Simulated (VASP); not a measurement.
# TiAl3 (Pmm2) in VASP: a series of runs, part 2 of 2

VASP 6.6.1. Earlier steps stand in the parts before.

### 5 Single point, PBEsol

INCAR reads:

```
SYSTEM = TiAl3
ALGO = Fast
EDIFF = 1E-7
ENCUT = 520
GGA = PS
ISIF = 2
ISMEAR = 0
LASPH = .TRUE.
LCHARG = .TRUE.
LELF = .TRUE.
LREAL = .FALSE.
LVHAR = .TRUE.
LWAVE = .FALSE.
NBANDS = 18
NELM = 60
PREC = Accurate
SIGMA = 0.05
```

KPOINTS reads:

```
k-points
0
G
  14 10 10
  0 0 0
```

POSCAR reads:

```
TiAl3
1.0
    2.8396770000      0.0000000000      0.0000000000
    0.0000000000      4.6812640000      0.0000000000
    0.0000000000      0.0000000000      4.9007420000
Ti Al
1 3
Direct
    0.0000000000      0.5000000000      0.1659160000
    0.5000000000      0.5000000000      0.6672710000
    0.5000000000      0.0000000000      0.3309120000
    0.0000000000      0.0000000000      0.8359000000
```

Potentials or basis: VASP PAW PBE potentials, release 64 (Ti_sv, Al).

Run with:

```
> cat potpaw_PBE.64/Ti_sv/POTCAR potpaw_PBE.64/Al/POTCAR > POTCAR
> mpirun -np 1 vasp_std > vasp.out
```

OUTCAR:

```text
SYSTEM = TiAl3
   EDIFF = 1E-7
   ENCUT = 520
   GGA = PS
   ISIF = 2
   ISMEAR = 0
   LASPH = .TRUE.
   LREAL = .FALSE.
   NELM = 60
   PREC = Accurate

 ion  position               nearest neighbor table
   1  0.000  0.500  0.166-   2 2.83   2 2.83   2 2.84   2 2.84   4 2.85   4 2.85   3 2.85   3 2.85
                             3 2.85   3 2.85
   2  0.500  0.500  0.667-   1 2.83   1 2.83   1 2.84   1 2.84   4 2.86   4 2.86   4 2.86   4 2.86
                             3 2.86   3 2.86
   3  0.500  0.000  0.331-   4 2.81   4 2.81   4 2.85   4 2.85   1 2.85   1 2.85   1 2.85   1 2.85
                             2 2.86   2 2.86
   4  0.000  0.000  0.836-   3 2.81   3 2.81   1 2.85   1 2.85   3 2.85   3 2.85   2 2.86   2 2.86
                             2 2.86   2 2.86

  LATTYP: Found a simple orthorhombic cell.
 ALAT       =     2.8396770000
 B/A-ratio  =     1.6485198845
 C/A-ratio  =     1.7258096607

  Lattice vectors:

 A1 = (   2.8396770000,   0.0000000000,   0.0000000000)
 A2 = (   0.0000000000,   4.6812640000,   0.0000000000)
 A3 = (   0.0000000000,   0.0000000000,   4.9007420000)

Analysis of symmetry for initial positions (statically):
=====================================================================
 Subroutine PRICEL returns:
 Original cell was already a primitive cell.

 Routine SETGRP: Setting up the symmetry group for a
 simple orthorhombic supercell.

 Subroutine GETGRP returns: Found  4 space group operations
 (whereof  4 operations were pure point group operations)
 out of a pool of  8 trial point group operations.

The static configuration has the point symmetry C_2v.

Analysis of symmetry for dynamics (positions and initial velocities):
=====================================================================
 Subroutine PRICEL returns:
 Original cell was already a primitive cell.

[... 129 lines left out ...]
   IMIX   =      4    mixing-type and parameters
     AMIX     =   0.40;   BMIX     =  1.00
     AMIX_MAG =   1.60;   BMIX_MAG =  1.00
  volume/ion in A,a.u.               =      16.29       109.91
  Fermi-wavevector in a.u.,A,eV,Ry     =   1.122492  2.121202 17.143184  1.259988
  Thomas-Fermi vector in A             =   2.259152
   LORBIT       =      0    0 simple, 1 ext, 2 COOP (PROOUT), +10 PAW based schemes
   GGA     = PS    functional components
   LHFCALC =     F    Hartree Fock is set to
   AEXX    =    0.0000 exact exchange contribution
   IVDW    =     0    specifies the selected vdW correction
   LEPSILON=     F    determine dielectric tensor
   LRPA    =     F    only Hartree local field effects (RPA)
 non-spin polarized calculation
 RMM-DIIS sequential band-by-band and
 Gauss-broadening in eV      SIGMA  =   0.05
  energy-cutoff  :      520.00
  volume of cell :       65.15
 maximum number of plane-waves:      1776
 NGX is ok and might be reduce to    24
   NGX = 11   NGY = 17   NGZ = 19

 number of electron      21.0000004 magnetization

 Free energy of the ion-electron system (eV)
  ---------------------------------------------------
  ext. energy  EPLUGINS =         0.00000000
  ---------------------------------------------------
  free energy    TOTEN  =       -21.57793899 eV

  energy without entropy =      -21.57469506  energy(sigma->0) =      -21.57631702

 E-fermi :   7.9744     XC(G=0): -10.7131

 val. band max:        7.9678503606   @ k =   0.2857   0.0000   0.0000
 cond. band min:       7.9806282360   @ k =   0.2143   0.1000   0.4000
 fundamental gap:      0.0127778754
 Fermi energy:         7.9744456689

 k-point     1 :       0.0000    0.0000    0.0000
  band No.  band energies     occupation
      1     -48.2999      2.00000
      2     -24.7307      2.00000
      3     -24.7221      2.00000
      4     -24.3593      2.00000
      5      -2.1338      2.00000
      6       2.9238      2.00000
[... 481 lines left out ...]
      5       2.4854      2.00000
      6       2.6488      2.00000
[... 10 lines left out ...]
     17      11.9755      0.00000
     18      12.3380      0.00000

 [... further k-points ...]

------------------------ aborting loop because EDIFF is reached ----------------------------------------

  FORCE on cell =-STRESS in cart. coord.  units (eV):
  Direction    XX          YY          ZZ          XY          YZ          ZX
  --------------------------------------------------------------------------------------
  -------------------------------------------------------------------------------------
  Total       -1.5559316     -0.6837295     -0.6825340      0.0000000      0.0000000      0.0000000
  in kB      -38.2654793    -16.8151586    -16.7857588      0.0000000      0.0000000      0.0000000
  external PRESSURE =     -23.9554656 kB  Pullay stress =       0.0000000 kB

 VOLUME and BASIS-vectors are now :
 -----------------------------------------------------------------------------
  energy-cutoff  :      520.00
  volume of cell :       65.15
      direct lattice vectors                 reciprocal lattice vectors
     2.839677000  0.000000000  0.000000000     0.352152727  0.000000000  0.000000000
     0.000000000  4.681264000  0.000000000     0.000000000  0.213617519  0.000000000
     0.000000000  0.000000000  4.900742000     0.000000000  0.000000000  0.204050734

 POSITION                                       TOTAL-FORCE (eV/Angst)
 -----------------------------------------------------------------------------------
      0.00000      2.34063      0.81311         0.000000      0.000000     -0.046926
      1.41984      2.34063      3.27012         0.000000      0.000000     -0.000012
      1.41984      0.00000      1.62171         0.000000      0.000000     -0.003423
      0.00000      0.00000      4.09653         0.000000      0.000000      0.050361
 -----------------------------------------------------------------------------------
    total drift:                                0.000000      0.000000      0.000214

  FREE ENERGIE OF THE ION-ELECTRON SYSTEM (eV)
  ---------------------------------------------------
  free  energy   TOTEN  =       -21.5779389904 eV

  energy  without entropy=      -21.5746950575  energy(sigma->0) =      -21.57631702
```

stdout:

```text
POSCAR found type information on POSCAR TiAl
 POSCAR found :  2 types and       4 ions
 scaLAPACK will be used
[... 45 lines left out ...]
 num prob  num prob  num prob RMM:  30    -0.215779386311E+02   -0.17816E-06   -0.24338E-06 11975   0.532E-03    0.504E-04
 num prob  num prob  num prob  num prob  num prob  num prob  num prob WARNING in EDDRMM: call to ZHEGV failed, returncode =   6  3     15
 num prob  num prob  num prob  num prob  num prob  num prob  num prob  num prob  num prob RMM:  31    -0.215779388078E+02   -0.17674E-06   -0.17062E-06 11907   0.462E-03    0.299E-04
 num prob  num prob  num prob  num prob RMM:  32    -0.215779389093E+02   -0.10150E-06   -0.12780E-06 11028   0.404E-03    0.455E-04
 num prob WARNING in EDDRMM: call to ZHEGV failed, returncode =   6  3     13
 num prob  num prob  num prob  num prob  num prob  num prob  num prob RMM:  33    -0.215779389904E+02   -0.81126E-07   -0.88995E-07 10878   0.355E-03
```

Run time: 21 min. Hardware: 1 thread of AMD EPYC 7R13, shared host; peak memory 0.43 GiB.

What came out:

| Quantity | Value |
| --- | --- |
| Free energy | -21.5779 eV |
| Pressure | -2.4 GPa |
| Largest force | 0.050 eV/Å |
| Band gap on the k mesh | zero (an odd number of electrons rules out a gap without spin polarisation) |

Forces on the atoms (eV/Å):
```
Ti   0.000  0.000 -0.047
Al   0.000  0.000  0.000
Al   0.000  0.000 -0.003
Al   0.000  0.000  0.050
```

Levels at points of the mesh, in eV from the Fermi level:
```tsv
k point	band 7	band 8	band 9	band 10	band 11	band 12	band 13	band 14	band 15	band 16
(0.00, 0.00, 0.00)	-3.81	-3.47	-2.62	-0.76	-0.36	2.34	2.41	2.72	2.80	3.08
(0.50, 0.00, 0.00)	-2.13	-1.93	-1.72	0.38	0.60	0.75	1.38	1.54	2.24	2.64
(0.00, 0.50, 0.00)	-3.48	-3.09	-1.99	-1.47	-0.13	2.25	2.35	2.67	3.10	4.69
(0.50, 0.50, 0.00)	-3.65	-3.30	-1.66	-0.47	-0.30	0.79	1.15	1.34	3.40	3.85
(0.00, 0.00, 0.50)	-3.38	-2.22	-2.09	-1.03	-0.27	2.23	2.27	2.42	3.24	4.08
(0.50, 0.00, 0.50)	-3.82	-3.43	-1.30	-0.18	-0.11	0.58	1.22	1.96	3.27	3.69
(0.00, 0.50, 0.50)	-7.01	-4.78	-0.15	-0.02	0.76	2.26	2.28	3.72	5.00	5.25
(0.50, 0.50, 0.50)	-3.49	-3.24	-2.75	-2.74	-0.77	-0.20	1.04	2.07	2.35	2.55
```

Caveat: the PAW data sets were made with another functional, which shifts forces and pressure a little.

### 6 Single point, PBEsol

INCAR reads:

```
  PREC = Accurate
  ENCUT = 500
  EDIFF = 1E-6
  ISMEAR = 0
  SIGMA = 0.01
  LREAL = False
  LASPH = True
  NELM = 120
  ALGO = Normal
  ISIF = 2
  LWAVE = False
  LCHARG = False
  GGA = PS
  NBANDS = 18
  GGA_COMPAT = False
```

KPOINTS reads:

```
Automatic mesh
0
Gamma
  7 5 5
```

POSCAR is that of step 5.

Potentials or basis: VASP PAW PBE potentials, release 64 (Ti_sv, Al).

Run with:

```
> cat potpaw_PBE.64/Ti_sv/POTCAR potpaw_PBE.64/Al/POTCAR > POTCAR
> mpirun -np 1 vasp_std > vasp.out
```

It took 15 s on 1 thread of Intel Xeon 6975P-C (Granite Rapids), shared host; peak memory 0.19 GiB.

The run converged. Its results:

* Free energy: -21.5668 eV
* Pressure: -2.4 GPa
* Largest force: 0.033 eV/Å
* Band gap on the k mesh: zero (an odd number of electrons rules out a gap without spin polarisation)

Forces in eV/Å, atoms in the order of the input:
```
Ti   0.000  0.000 -0.033
Al   0.000  0.000  0.001
Al   0.000  0.000  0.013
Al   0.000  0.000  0.020
```

Stress tensor (GPa, compression positive):
```
-2.58  0.00  0.00
 0.00 -3.04  0.00
 0.00  0.00 -1.57
```

Levels at points of the mesh, in eV from the Fermi level:
```
           k point  band 8  band 9  band 10  band 11  band 12  band 13  band 14  band 15
(0.00, 0.00, 0.00)   -3.41   -2.58    -0.73    -0.34     2.36     2.41     2.78     2.85
```

Caveat: the PAW data sets were made with another functional, which shifts forces and pressure a little.

### 7 Summary

```csv
k mesh,cutoff (eV),smearing,gap on the mesh (eV),pressure (GPa),largest force (eV/Å)
14 × 8 × 8,520,gaussian 0.1 eV,none,-2.4,0.05
14 × 10 × 10,520,gaussian 0.1 eV,none,-2.4,0.05
14 × 10 × 10,520,gaussian 0.02 eV,none,-2.4,0.05
14 × 10 × 10,520,gaussian 0.05 eV,none,-2.4,0.05
7 × 5 × 5,500,gaussian 0.01 eV,none,-2.4,0.03
```

Alike in all rows: task single point; level PBEsol; potentials or basis VASP PAW PBE potentials, release 64 (Ti_sv, Al); no spin polarisation; cell as given.

Caveats: the PAW data sets were made with another functional, which shifts forces and pressure a little.

Absolute energies hang on the potentials; compare differences alone.

The gap in the log of VASP goes by the Fermi energy; the results here count the filled bands.